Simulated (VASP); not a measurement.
# C (P6_3/mcm) in VASP: relaxation of cell and atoms with PBE

Aim: the relaxation of cell and atoms of C with PBE.

All numbers are computed with VASP 6.6.1; they aren't measurements. Logs are shortened: lines on timing, memory, paths and dates and some standing lists are left out, and cuts for length are marked.

### 1 The cell of the first run

The structure is hexagonal, space group P6_3/mcm (No. 193). The conventional cell has a = 7.891 Å, b = 7.891 Å, c = 2.467 Å, α = 90.00°, β = 90.00°, γ = 120.00°. C (site symmetry m) has 3 C at 1.43 to 1.44 Å within 1.9 Å.

The cell was generated, and may not be a known phase.

### 2 Relaxation of cell and atoms, PBE

The input, INCAR:

```
PREC = Accurate
ENCUT = 600
EDIFF = 1E-6
ISMEAR = 0
SIGMA = 0.1
LREAL = False
LASPH = True
NELM = 100
ALGO = Normal
ISIF = 3
LWAVE = False
LCHARG = False
GGA = PE
IBRION = 2
NSW = 100
EDIFFG = -0.01
```

The input, KPOINTS:

```
regular mesh
0
Gamma
  6 6 16
```

The input, POSCAR:

```
C
1.0
    7.8912276778      0.0000000000      0.0000000000
   -3.9456138389      6.8340036360      0.0000000000
    0.0000000000      0.0000000000      2.4667668967
C
12
Direct
    0.8946831466      0.6968153213      0.7500000000
    0.8021321747      0.6968153213      0.2500000000
    0.1978678253      0.8946831466      0.2500000000
    0.8021321747      0.1053168534      0.7500000000
    0.1053168534      0.8021321747      0.7500000000
    0.6968153213      0.8021321747      0.2500000000
    0.3031846787      0.1053168534      0.2500000000
    0.1978678253      0.3031846787      0.7500000000
    0.1053168534      0.3031846787      0.2500000000
    0.6968153213      0.8946831466      0.7500000000
    0.8946831466      0.1978678253      0.2500000000
    0.3031846787      0.1978678253      0.7500000000
```

Potentials or basis: VASP PAW PBE potentials, release 64 (C).

Run with:

```bash
$ cat potpaw_PBE.64/C/POTCAR > POTCAR
$ mpirun -np 1 vasp_std > vasp.out
```

OUTCAR:

```text
PREC = Accurate
   ENCUT = 600
   EDIFF = 1E-6
   ISMEAR = 0
   LREAL = False
   LASPH = True
   NELM = 100
   ISIF = 3
   GGA = PE
   IBRION = 2
   NSW = 100
   EDIFFG = -0.01

 ion  position               nearest neighbor table
   1  0.895  0.697  0.750-   2 1.43   2 1.43   5 1.44
   2  0.802  0.697  0.250-   1 1.43   1 1.43   6 1.44
   3  0.198  0.895  0.250-   5 1.43   5 1.43   7 1.44
   4  0.802  0.105  0.750-  11 1.43  11 1.43  10 1.44
   5  0.105  0.802  0.750-   3 1.43   3 1.43   1 1.44
   6  0.697  0.802  0.250-  10 1.43  10 1.43   2 1.44
   7  0.303  0.105  0.250-  12 1.43  12 1.43   3 1.44
   8  0.198  0.303  0.750-   9 1.43   9 1.43  12 1.44
   9  0.105  0.303  0.250-   8 1.43   8 1.43  11 1.44
  10  0.697  0.895  0.750-   6 1.43   6 1.43   4 1.44
  11  0.895  0.198  0.250-   4 1.43   4 1.43   9 1.44
  12  0.303  0.198  0.750-   7 1.43   7 1.43   8 1.44

  LATTYP: Found a hexagonal cell.
 ALAT       =     7.8912276778
 C/A-ratio  =     0.3125960874

  Lattice vectors:

 A1 = (   7.8912276778,   0.0000000000,   0.0000000000)
 A2 = (  -3.9456138389,   6.8340036360,   0.0000000000)
 A3 = (   0.0000000000,   0.0000000000,   2.4667668967)

Analysis of symmetry for initial positions (statically):
=====================================================================
 Subroutine PRICEL returns:
 Original cell was already a primitive cell.

 Routine SETGRP: Setting up the symmetry group for a
 hexagonal supercell.

 Subroutine GETGRP returns: Found 24 space group operations
 (whereof 12 operations were pure point group operations)
 out of a pool of 24 trial point group operations.

The static configuration has the point symmetry D_3d.
 The point group associated with its full space group is D_6h.

Analysis of symmetry for dynamics (positions and initial velocities):
=====================================================================
 Subroutine PRICEL returns:
 Original cell was already a primitive cell.

 Routine SETGRP: Setting up the symmetry group for a
 hexagonal supercell.

 Subroutine GETGRP returns: Found 24 space group operations
 (whereof 12 operations were pure point group operations)
 out of a pool of 24 trial point group operations.

The dynamic configuration has the point symmetry D_3d.
 The point group associated with its full space group is D_6h.

 Subroutine INISYM returns: Found 24 space group operations
 (whereof 12 operations are pure point group operations),
 and found     1 'primitive' translations

----------------------------------------------------------------------------------------

                                     Primitive cell

  volume of cell :     133.0295

  direct lattice vectors                    reciprocal lattice vectors
     7.891227678  0.000000000  0.000000000     0.126722994  0.073163555  0.000000000
    -3.945613839  6.834003636  0.000000000     0.000000000  0.146327110  0.000000000
     0.000000000  0.000000000  2.466766897     0.000000000  0.000000000  0.405388933

  length of vectors
     7.891227678  7.891227678  2.466766897     0.146327110  0.146327110  0.405388933

  position of ions in fractional coordinates (direct lattice)
     0.894683147  0.696815321  0.750000000
     0.802132175  0.696815321  0.250000000
     0.197867825  0.894683147  0.250000000
     0.802132175  0.105316853  0.750000000
     0.105316853  0.802132175  0.750000000
     0.696815321  0.802132175  0.250000000
     0.303184679  0.105316853  0.250000000
     0.197867825  0.303184679  0.750000000
     0.105316853  0.303184679  0.250000000
     0.696815321  0.894683147  0.750000000
     0.894683147  0.197867825  0.250000000
     0.303184679  0.197867825  0.750000000

  ion indices of the primitive-cell ions
   primitive index   ion index
                 1           1
                 2           2
                 3           3
                 4           4
                 5           5
                 6           6
                 7           7
                 8           8
                 9           9
                10          10
                11          11
                12          12

----------------------------------------------------------------------------------------

 KPOINTS: regular mesh

Automatic generation of k-mesh.
 Grid dimensions read from file:
 generate k-points for:    6    6   16

 Generating k-lattice:

  Cartesian coordinates                     Fractional coordinates (reciprocal lattice)
     0.021120499  0.012193926  0.000000000     0.166666667 -0.000000000  0.000000000
     0.000000000  0.024387852  0.000000000     0.000000000  0.166666667  0.000000000
     0.000000000  0.000000000  0.025336808     0.000000000  0.000000000  0.062500000

  Length of vectors
     0.024387852  0.024387852  0.025336808

  Shift w.r.t. Gamma in fractional coordinates (k-lattice)
     0.000000000  0.000000000  0.000000000

 Subroutine IBZKPT returns following result:
 ===========================================

 Found     63 irreducible k-points:

 Following reciprocal coordinates:
            Coordinates               Weight
  0.000000  0.000000  0.000000      1.000000
  0.166667  0.000000  0.000000      6.000000
  0.333333  0.000000  0.000000      6.000000
  0.500000  0.000000  0.000000      3.000000
  0.166667  0.166667  0.000000      6.000000
  0.333333  0.166667  0.000000     12.000000
[... 16 lines left out ...]
  0.166667  0.000000  0.187500     12.000000
  0.333333  0.000000  0.187500     12.000000
 [... further k-points ...]
   k-points           NKPTS =     63   k-points in BZ     NKDIM =     63   number of bands    NBANDS=     31
   number of dos      NEDOS =    301   number of ions     NIONS =     12
   total plane-waves  NPLWV =  81920
   dimension x,y,z NGX =    64 NGY =   64 NGZ =   20
   dimension x,y,z NGXF=   128 NGYF=  128 NGZF=   40
   ions per type =              12
   NGX,Y,Z   is equivalent  to a cutoff of  13.48, 13.48, 13.48 a.u.
   NGXF,Y,Z  is equivalent  to a cutoff of  26.97, 26.97, 26.96 a.u.
 SYSTEM =  unknown system
   PREC   = accura    normal or accurate (medium, high low for compatibility)
   ISTART =      0    job   : 0-new  1-cont  2-samecut
   ICHARG =      2    charge: 1-file 2-atom 10-const
   ISPIN  =      1    spin polarized calculation?
   LNONCOLLINEAR =      F non collinear calculations
   LSORBIT =      F    spin-orbit coupling
   LASPH  =      T    aspherical Exc in radial PAW
   ENCUT  =  600.0 eV  44.10 Ry    6.64 a.u.  15.76 15.76  4.93*2*pi/ulx,y,z
   NELM   =    100;   NELMIN=  2; NELMDL= -5     # of ELM steps
   EDIFF  = 0.1E-05   stopping-criterion for ELM
   LREAL  =      F    real-space projection
   EDIFFG = -.1E-01   stopping-criterion for IOM
   NSW    =    100    number of steps for IOM
   IBRION =      2    ionic relax: 0-MD 1-quasi-New 2-CG
   NFREE  =      1    steps in history (QN), initial steepest desc. (CG)
   ISIF   =      3    stress and relaxation
   ISYM   =      2    0-nonsym 1-usesym 2-fastsym
   POTIM  = 0.5000    time-step for ionic-motion
   TEBEG  =    0.0;   TEEND  =   0.0 temperature during run
   PSTRESS=    0.0 pullay stress
   NELECT =      48.0000    total number of electrons
   NUPDOWN=      -1.0000    fix difference up-down
   EMIN   =  10.00;   EMAX   =-10.00  energy-range for DOS
   EFERMI =   0.00;   METHOD = LEGACY
   ISMEAR =     0;   SIGMA  =   0.10  broadening in eV -4-tet -1-fermi 0-gaus
   EFERMI_NEDOS =   21; number of points for ismear=-14 and -15
   IALGO  =     38    algorithm
   IMIX   =      4    mixing-type and parameters
     AMIX     =   0.40;   BMIX     =  1.00
     AMIX_MAG =   1.60;   BMIX_MAG =  1.00
  volume/ion in A,a.u.               =      11.09        74.81
  Fermi-wavevector in a.u.,A,eV,Ry     =   1.165483  2.202444 18.481482  1.358351
  Thomas-Fermi vector in A             =   2.302008
   LORBIT       =      0    0 simple, 1 ext, 2 COOP (PROOUT), +10 PAW based schemes
   GGA     = PE    functional components
   LHFCALC =     F    Hartree Fock is set to
   AEXX    =    0.0000 exact exchange contribution
   IVDW    =     0    specifies the selected vdW correction
   LEPSILON=     F    determine dielectric tensor
   LRPA    =     F    only Hartree local field effects (RPA)
 conjugate gradient relaxation of ions
 non-spin polarized calculation
 Gauss-broadening in eV      SIGMA  =   0.10
  energy-cutoff  :      600.00
  volume of cell :      133.03
 maximum number of plane-waves:      4486
 NGX is ok and might be reduce to    64
   NGX = 31   NGY = 31   NGZ =  9

--------------------------------------- Ionic step        1  -------------------------------------------

 number of electron      48.0000002 magnetization

 Free energy of the ion-electron system (eV)
  ---------------------------------------------------
  ext. energy  EPLUGINS =         0.00000000
  ---------------------------------------------------
  free energy    TOTEN  =      -104.98558336 eV

  energy without entropy =     -104.98459380  energy(sigma->0) =     -104.98508858

------------------------ aborting loop because EDIFF is reached ----------------------------------------

  FORCE on cell =-STRESS in cart. coord.  units (eV):
  Direction    XX          YY          ZZ          XY          YZ          ZX
  --------------------------------------------------------------------------------------
  -------------------------------------------------------------------------------------
  Total       -0.1356367     -0.1356367      0.5003437     -0.0000000      0.0000000     -0.0000000
  in kB       -1.6335775     -1.6335775      6.0260274     -0.0000000      0.0000000     -0.0000000
  external PRESSURE =       0.9196241 kB  Pullay stress =       0.0000000 kB
[... 119 lines left out ...]
  FREE ENERGIE OF THE ION-ELECTRON SYSTEM (eV)
  ---------------------------------------------------
  free  energy   TOTEN  =      -104.9858097221 eV

  energy  without entropy=     -104.9848371802  energy(sigma->0) =     -104.98532345

[... ionic steps 4 to 21 ...]

--------------------------------------- Ionic step       22  -------------------------------------------

 number of electron      48.0000003 magnetization

------------------------ aborting loop because EDIFF is reached ----------------------------------------

  FORCE on cell =-STRESS in cart. coord.  units (eV):
  Direction    XX          YY          ZZ          XY          YZ          ZX
  --------------------------------------------------------------------------------------
  -------------------------------------------------------------------------------------
  Total        0.2083373      0.2083373     -0.1256150     -0.0000000      0.0000000      0.0000000
  in kB        2.6873239      2.6873239     -1.6202960     -0.0000000      0.0000000      0.0000000
  external PRESSURE =       1.2514506 kB  Pullay stress =       0.0000000 kB
[... 77 lines left out ...]
  energy  without entropy=     -104.9895763599  energy(sigma->0) =     -104.99092024

--------------------------------------- Ionic step       24  -------------------------------------------

 number of electron      48.0000003 magnetization

 Free energy of the ion-electron system (eV)
  ---------------------------------------------------
  ext. energy  EPLUGINS =         0.00000000
  ---------------------------------------------------
  free energy    TOTEN  =      -104.99231725 eV

  energy without entropy =     -104.98963517  energy(sigma->0) =     -104.99097621

 E-fermi :   3.5958     XC(G=0):  -9.3031

 val. band max:        3.5842139856   @ k =   0.3333   0.3333   0.2500
 cond. band min:       3.6468202105   @ k =   0.1667   0.0000   0.3125
 fundamental gap:      0.0626062249
 Fermi energy:         3.5957776917

 k-point     1 :       0.0000    0.0000    0.0000
  band No.  band energies     occupation
      1     -16.6272      2.00000
      2     -15.6534      2.00000
      3     -15.6534      2.00000
      4     -13.3853      2.00000
      5     -13.3853      2.00000
      6     -10.8739      2.00000
[... 805 lines left out ...]
     30       7.7260      0.00000
     31       8.9365      0.00000

 [... further k-points ...]
[... 5 lines left out ...]
  --------------------------------------------------------------------------------------
  -------------------------------------------------------------------------------------
  Total        0.0444326      0.0444326      0.0143164     -0.0000000      0.0000000      0.0000000
  in kB        0.5725846      0.5725846      0.1844895     -0.0000000      0.0000000      0.0000000
  external PRESSURE =       0.4432196 kB  Pullay stress =       0.0000000 kB
[... 27 lines left out ...]
  FREE ENERGIE OF THE ION-ELECTRON SYSTEM (eV)
  ---------------------------------------------------
  free  energy   TOTEN  =      -104.9923172450 eV

  energy  without entropy=     -104.9896351686  energy(sigma->0) =     -104.99097621

 reached required accuracy - stopping structural energy minimisation
```

Wall time 72 min (1 thread of Oxide Virtual Turin-like, shared host); peak memory 0.38 GiB.

What came out:

- Free energy: -104.9923 eV
- Relaxed volume: 10.36 Å³/atom
- Relaxed cell: a = 7.626 Å, b = 7.626 Å, c = 2.468 Å, α = 90.00°, β = 90.00°, γ = 120.00°
- Space group after relaxing (to 0.1 Å): P6_3/mcm (No. 193)
- Energy gained by relaxing: 0.6 meV/atom
- Ionic steps: 24
- Pressure after relaxing: 0.0 GPa
- Largest force after relaxing: 0.009 eV/Å
- Band gap on the k mesh: zero (bands 24 and 25 overlap by 0.07 eV)

Forces on the atoms (eV/Å):
```
C    0.009  0.000  0.000
C   -0.009  0.000  0.000
C    0.005  0.008  0.000
C   -0.005 -0.008  0.000
C   -0.004 -0.008  0.000
C    0.004 -0.008  0.000
C    0.005 -0.008  0.000
C    0.009  0.000  0.000
C   -0.009  0.000  0.000
C   -0.005  0.008  0.000
C    0.004  0.008  0.000
C   -0.004  0.008  0.000
```

Step by step:
```
step  energy change (eV)  largest force (eV/Å)  pressure (GPa)  volume (Å³)
   1              0.0000                0.0321            0.09       133.03
   2              0.0016                0.1502           -0.41       133.15
   3             -0.0002                0.0160           -0.04       133.06
   4             -0.0003                0.0215           -0.12       133.03
   5             -0.0003                0.0110           -0.09       133.04
   6             -0.0004                0.0141           -0.03       132.93
   7             -0.0006                0.0263            0.14       132.61
   8             -0.0005                0.0533            0.49       131.97
   9             -0.0006                0.0368            0.29       132.35
  10             -0.0006                0.0373            0.27       132.34
  11             -0.0007                0.0369            0.28       132.29
  12             -0.0008                0.0371            0.28       132.21
  13             -0.0010                0.0372            0.28       132.04
  14             -0.0014                0.0375            0.29       131.70
  15             -0.0022                0.0386            0.31       131.03
  16             -0.0035                0.0438            0.39       129.68
  17             -0.0051                0.0646            0.53       127.01
  18             -0.0023                0.1133            1.06       121.75
  19             -0.0049                0.0822            0.78       125.28
  20             -0.0056                0.0635            0.61       125.00
  21             -0.0065                0.0231            0.15       124.16
  22             -0.0066                0.0145            0.13       124.21
  23             -0.0067                0.0236            0.10       124.29
  24             -0.0067                0.0091            0.04       124.33
```

Final structure:
```
C
1.0
     7.62643    0.00000    0.00000
    -3.81321    6.60468    0.00000
     0.00000    0.00000    2.46831
C
12
Direct
  0.89109 0.68642 0.75000
  0.79532 0.68642 0.25000
  0.20468 0.89109 0.25000
  0.79532 0.10891 0.75000
  0.10891 0.79532 0.75000
  0.68642 0.79532 0.25000
  0.31358 0.10891 0.25000
  0.20468 0.31358 0.75000
  0.10891 0.31358 0.25000
  0.68642 0.89109 0.75000
  0.89109 0.20468 0.25000
  0.31358 0.20468 0.75000
```

Levels at points of the mesh, in eV from the Fermi level:
| k point | band 22 | band 23 | band 24 | band 25 | band 26 | band 27 |
| --- | --- | --- | --- | --- | --- | --- |
| (0.00, 0.00, 0.00) | -3.51 | -3.13 | -1.85 | 1.97 | 3.63 | 3.63 |
| (0.50, 0.00, 0.00) | -3.36 | -3.12 | -1.20 | 1.04 | 3.14 | 3.28 |
| (0.00, 0.00, 0.50) | -2.45 | -2.45 | -2.45 | 1.15 | 1.15 | 1.15 |
| (0.50, 0.00, 0.50) | -2.66 | -2.49 | -2.49 | 0.94 | 0.94 | 1.13 |

Caveat: this functional lacks dispersion, which binds layers or chains, so the pressure and a relaxed spacing across them are unreliable.

The gap in the log of VASP goes by the Fermi energy; the results here count the filled bands.